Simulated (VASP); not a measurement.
Na4Sb:

```xyz
5
Lattice="-3.0983 3.0983 3.0983 3.0983 -3.0983 3.0983 3.0983 3.0983 -3.0983" Properties=species:S:1:pos:R:3 pbc="T T T"
Na    1.5492    1.5492    1.5492
Na    1.5492    1.5492   -1.5492
Na    1.5492   -1.5492    1.5492
Na   -1.5492    1.5492    1.5492
Sb    0.0000    0.0000    0.0000
```

| Quantity | Value |
| --- | --- |
| Program | VASP 6.6.1 |
| Task | relaxation of cell and atoms |
| Functional | PBE |
| Potentials or basis | VASP PAW PBE potentials, release 64 (Na_pv, Sb) |
| Cutoff | 600 eV |
| k mesh | 4 × 4 × 4 |
| Occupations | gaussian, width 0.1 eV |
| Spin | no spin polarisation |

At the start: pressure 15.6 GPa; volume 23.79 Å³/atom.

How do energy, volume and symmetry change on relaxing?

Over 5 steps the energy falls by 468.7 meV/atom and the volume is 38.65 Å³/atom (+62.4 %); space group Im-3m (No. 229, to 0.05 Å).

Step by step:
| step | energy change (eV) | largest force (eV/Å) | pressure (GPa) | volume (Å³) |
| --- | --- | --- | --- | --- |
| 1 | 0.0000 | 0.0000 | 15.62 | 118.97 |
| 2 | -2.1389 | 0.0000 | 2.66 | 163.55 |
| 3 | -2.3080 | 0.0000 | 0.96 | 179.10 |
| 4 | -2.2660 | 0.0000 | -1.07 | 213.10 |
| 5 | -2.3434 | 0.0000 | -0.10 | 193.26 |

Final structure:
```yaml
crystal:
  lattice:
    - [-3.64218, 3.64218, 3.64218]
    - [3.64218, -3.64218, 3.64218]
    - [3.64218, 3.64218, -3.64218]
  atoms:
    - { symbol: Na, position: [0.50000, 0.50000, 0.50000] }
    - { symbol: Na, position: [0.00000, 0.00000, 0.50000] }
    - { symbol: Na, position: [0.00000, 0.50000, 0.00000] }
    - { symbol: Na, position: [0.50000, 0.00000, 0.00000] }
    - { symbol: Sb, position: [0.00000, 0.00000, 0.00000] }
```

Caveat: the volume moved by over 15 % at a fixed basis, so the end points are rough.
